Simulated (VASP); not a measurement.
# InP (F-43m) in VASP: notebook, part 2 of 2

VASP 6.6.1. Earlier steps stand in the parts before.

## 3. Relaxation of cell and atoms, PBEsol

This run uses another cell than the first one, of 25.17 Å³/atom.

INCAR reads:

```
SYSTEM = InP
PREC     = Accurate       ! precision mode
ENCUT    = 600            ! plane-wave cutoff, eV
EDIFF    = 1E-6           ! SCF threshold, eV
ISMEAR   = -1             ! smearing method
SIGMA    = 0.1            ! smearing width, eV
LREAL    = .False.        ! projectors in reciprocal space
LASPH    = .True.         ! aspherical terms in the spheres
NELM     = 60             ! most SCF steps
ALGO     = Normal         ! electronic algorithm
ISIF     = 3              ! what is computed and relaxed
LWAVE    = .False.        ! write WAVECAR
LCHARG   = .False.        ! write CHGCAR
GGA      = PS             ! functional
IBRION   = 2              ! ionic algorithm
NSW      = 100            ! ionic steps
EDIFFG   = -0.002         ! ionic threshold
```

KPOINTS reads:

```
Automatic mesh
0
Gamma
  14 14 14
  0 0 0
```

POSCAR reads:

```
InP
1.0
    0.0000000000      2.9305000000      2.9305000000
    2.9305000000      0.0000000000      2.9305000000
    2.9305000000      2.9305000000      0.0000000000
In P
1 1
Direct
    0.0000000000      0.0000000000      0.0000000000
    0.7500000000      0.7500000000      0.7500000000
```

Potentials or basis: VASP PAW PBE potentials, release 64 (In_d, P).

Started as:

```console
$ cat potpaw_PBE.64/In_d/POTCAR potpaw_PBE.64/P/POTCAR > POTCAR
$ mpirun -np 1 vasp_std > vasp.out
```

OUTCAR:

```text
SYSTEM = InP
   PREC = Accurate
   ENCUT = 600
   EDIFF = 1E-6
   ISMEAR = -1
   LREAL = .False.
   LASPH = .True.
   NELM = 60
   ISIF = 3
   GGA = PS
   IBRION = 2
   NSW = 100
   EDIFFG = -0.002

 ion  position               nearest neighbor table
   1  0.000  0.000  0.000-   2 2.54   2 2.54   2 2.54   2 2.54
   2  0.750  0.750  0.750-   1 2.54   1 2.54   1 2.54   1 2.54

  LATTYP: Found a face centered cubic cell.
 ALAT       =     5.8610000000

  Lattice vectors:

 A1 = (   0.0000000000,   2.9305000000,   2.9305000000)
 A2 = (   2.9305000000,   0.0000000000,   2.9305000000)
 A3 = (   2.9305000000,   2.9305000000,   0.0000000000)

Analysis of symmetry for initial positions (statically):
=====================================================================
 Subroutine PRICEL returns:
 Original cell was already a primitive cell.

 Routine SETGRP: Setting up the symmetry group for a
 face centered cubic supercell.

 Subroutine GETGRP returns: Found 24 space group operations
 (whereof 24 operations were pure point group operations)
 out of a pool of 48 trial point group operations.

The static configuration has the point symmetry T_d .

Analysis of symmetry for dynamics (positions and initial velocities):
=====================================================================
 Subroutine PRICEL returns:
 Original cell was already a primitive cell.

 Routine SETGRP: Setting up the symmetry group for a
 face centered cubic supercell.

 Subroutine GETGRP returns: Found 24 space group operations
 (whereof 24 operations were pure point group operations)
 out of a pool of 48 trial point group operations.

The dynamic configuration has the point symmetry T_d .

 Subroutine INISYM returns: Found 24 space group operations
 (whereof 24 operations are pure point group operations),
 and found     1 'primitive' translations

----------------------------------------------------------------------------------------

                                     Primitive cell

  volume of cell :      50.3333

  direct lattice vectors                    reciprocal lattice vectors
     0.000000000  2.930500000  2.930500000    -0.170619348  0.170619348  0.170619348
     2.930500000  0.000000000  2.930500000     0.170619348 -0.170619348  0.170619348
     2.930500000  2.930500000  0.000000000     0.170619348  0.170619348 -0.170619348

  length of vectors
     4.144352845  4.144352845  4.144352845     0.295521380  0.295521380  0.295521380

  position of ions in fractional coordinates (direct lattice)
     0.000000000  0.000000000  0.000000000
     0.750000000  0.750000000  0.750000000

  ion indices of the primitive-cell ions
   primitive index   ion index
                 1           1
                 2           2

----------------------------------------------------------------------------------------

 KPOINTS: Automatic mesh

Automatic generation of k-mesh.
 Grid dimensions read from file:
 generate k-points for:   14   14   14

 Generating k-lattice:

  Cartesian coordinates                     Fractional coordinates (reciprocal lattice)
    -0.012187096  0.012187096  0.012187096     0.071428571  0.000000000  0.000000000
     0.012187096 -0.012187096  0.012187096     0.000000000  0.071428571  0.000000000
[... 53 lines left out ...]
   LNONCOLLINEAR =      F non collinear calculations
   LSORBIT =      F    spin-orbit coupling
   LASPH  =      T    aspherical Exc in radial PAW
   ENCUT  =  600.0 eV  44.10 Ry    6.64 a.u.   8.28  8.28  8.28*2*pi/ulx,y,z
   NELM   =     60;   NELMIN=  2; NELMDL= -5     # of ELM steps
   EDIFF  = 0.1E-05   stopping-criterion for ELM
   LREAL  =      F    real-space projection
   EDIFFG = -.2E-02   stopping-criterion for IOM
   NSW    =    100    number of steps for IOM
   IBRION =      2    ionic relax: 0-MD 1-quasi-New 2-CG
   NFREE  =      1    steps in history (QN), initial steepest desc. (CG)
   ISIF   =      3    stress and relaxation
   ISYM   =      2    0-nonsym 1-usesym 2-fastsym
   POTIM  = 0.5000    time-step for ionic-motion
   TEBEG  =    0.0;   TEEND  =   0.0 temperature during run
   PSTRESS=    0.0 pullay stress
   NELECT =      18.0000    total number of electrons
   NUPDOWN=      -1.0000    fix difference up-down
   EMIN   =  10.00;   EMAX   =-10.00  energy-range for DOS
   EFERMI =   0.00;   METHOD = LEGACY
   ISMEAR =    -1;   SIGMA  =   0.10  broadening in eV -4-tet -1-fermi 0-gaus
   EFERMI_NEDOS =   21; number of points for ismear=-14 and -15
   IALGO  =     38    algorithm
   IMIX   =      4    mixing-type and parameters
     AMIX     =   0.40;   BMIX     =  1.00
     AMIX_MAG =   1.60;   BMIX_MAG =  1.00
  volume/ion in A,a.u.               =      25.17       169.83
  Fermi-wavevector in a.u.,A,eV,Ry     =   1.162021  2.195901 18.371846  1.350293
  Thomas-Fermi vector in A             =   2.298587
   LORBIT       =      0    0 simple, 1 ext, 2 COOP (PROOUT), +10 PAW based schemes
   GGA     = PS    functional components
   LHFCALC =     F    Hartree Fock is set to
   AEXX    =    0.0000 exact exchange contribution
   IVDW    =     0    specifies the selected vdW correction
   LEPSILON=     F    determine dielectric tensor
   LRPA    =     F    only Hartree local field effects (RPA)
 conjugate gradient relaxation of ions
 non-spin polarized calculation
  energy-cutoff  :      600.00
  volume of cell :       50.33
 maximum number of plane-waves:      1704
 NGX is ok and might be reduce to    36
   NGX = 17   NGY = 17   NGZ = 17

--------------------------------------- Ionic step        1  -------------------------------------------

 number of electron      17.9999998 magnetization

 Free energy of the ion-electron system (eV)
  ---------------------------------------------------
  ext. energy  EPLUGINS =         0.00000000
  ---------------------------------------------------
  free energy    TOTEN  =        -9.15668055 eV

  energy without entropy =       -9.15652371  energy(sigma->0) =       -9.15660213

------------------------ aborting loop because EDIFF is reached ----------------------------------------

  FORCE on cell =-STRESS in cart. coord.  units (eV):
  Direction    XX          YY          ZZ          XY          YZ          ZX
  --------------------------------------------------------------------------------------
  -------------------------------------------------------------------------------------
  Total        0.1975243      0.1975243      0.1975243      0.0000000     -0.0000000     -0.0000000
  in kB        6.2874716      6.2874716      6.2874716      0.0000000     -0.0000000     -0.0000000
  external PRESSURE =       6.2874716 kB  Pullay stress =       0.0000000 kB
[... 59 lines left out ...]
--------------------------------------- Ionic step        3  -------------------------------------------

 number of electron      17.9999998 magnetization

 Free energy of the ion-electron system (eV)
  ---------------------------------------------------
  ext. energy  EPLUGINS =         0.00000000
  ---------------------------------------------------
  free energy    TOTEN  =        -9.15759494 eV

  energy without entropy =       -9.15740830  energy(sigma->0) =       -9.15750162

 E-fermi :   5.4503     XC(G=0):  -9.4387

 val. band max:        4.9893044611   @ k =   0.0000   0.0000   0.0000
 cond. band min:       5.5550163979   @ k =   0.0000   0.0000   0.0000
 fundamental gap:      0.5657119368
 Fermi energy:         5.4502665632

 k-point     1 :       0.0000    0.0000    0.0000
  band No.  band energies     occupation
      1      -9.1392      2.00000
      2      -9.1392      2.00000
      3      -9.1392      2.00000
      4      -8.9891      2.00000
      5      -8.9891      2.00000
      6      -6.4949      2.00000
      7       4.9893      1.98029
      8       4.9893      1.98029
      9       4.9893      1.98029
     10       5.5550      0.51941
     11       9.0068      0.00000
     12       9.0068      0.00000
     13       9.0068      0.00000
[... 354 lines left out ...]
  band No.  band energies     occupation
      1      -9.2206      2.00000
      2      -9.1050      2.00000
      3      -9.1010      2.00000
      4      -9.0017      2.00000
      5      -8.9764      2.00000
      6      -5.6910      2.00000
      7       1.5542      2.00000
      8       3.8200      2.00000
      9       3.8809      2.00000
     10       7.5918      0.00000
     11       8.5075      0.00000
     12      10.3648      0.00000
     13      10.5810      0.00000

 [... further k-points ...]

------------------------ aborting loop because EDIFF is reached ----------------------------------------

  FORCE on cell =-STRESS in cart. coord.  units (eV):
  Direction    XX          YY          ZZ          XY          YZ          ZX
  --------------------------------------------------------------------------------------
  -------------------------------------------------------------------------------------
  Total       -0.0025568     -0.0025568     -0.0025568      0.0000000      0.0000000     -0.0000000
  in kB       -0.0806353     -0.0806353     -0.0806353      0.0000000      0.0000000     -0.0000000
  external PRESSURE =      -0.0806353 kB  Pullay stress =       0.0000000 kB
[... 17 lines left out ...]
  FREE ENERGIE OF THE ION-ELECTRON SYSTEM (eV)
  ---------------------------------------------------
  free  energy   TOTEN  =        -9.1575949395 eV

  energy  without entropy=       -9.1574083028  energy(sigma->0) =       -9.15750162

 reached required accuracy - stopping structural energy minimisation
```

Run time: 80 s. Hardware: 1 thread of Intel Xeon 6975P-C (Granite Rapids), shared host; peak memory 0.27 GiB.

What came out:

- Free energy: -9.1576 eV
- Relaxed volume: 25.40 Å³/atom
- Relaxed cell: a = 4.157 Å, b = 4.157 Å, c = 4.157 Å, α = 60.00°, β = 60.00°, γ = 60.00°
- Space group after relaxing (to 0.1 Å): F-43m (No. 216)
- Energy gained by relaxing: 0.5 meV/atom
- Ionic steps: 3
- Pressure after relaxing: 0.0 GPa
- Band gap on the k mesh: 0.57 eV

The path:
```csv
step,energy change (eV),largest force (eV/Å),pressure (GPa),volume (Å³)
1,0.0000,0.0000,0.63,50.33
2,-0.0007,0.0000,-0.31,51.06
3,-0.0009,0.0000,-0.01,50.80
```

Final structure:
```cif
data_structure
_symmetry_space_group_name_H-M 'P 1'
_symmetry_Int_Tables_number 1
_cell_length_a 4.1572
_cell_length_b 4.1572
_cell_length_c 4.1572
_cell_angle_alpha 60.000
_cell_angle_beta 60.000
_cell_angle_gamma 60.000
_cell_volume 50.80
loop_
_atom_site_label
_atom_site_type_symbol
_atom_site_fract_x
_atom_site_fract_y
_atom_site_fract_z
_atom_site_occupancy
In1 In 0.00000 0.00000 0.00000 1
P1 P 0.75000 0.75000 0.75000 1
```

Caveat: semilocal functionals underestimate gaps, and a narrow one can read as zero; the PAW data sets were made with another functional, which shifts forces and pressure a little; spin-orbit coupling is left out, which moves the levels of the heavy elements. Zero-point motion and thermal expansion aren't in these numbers.
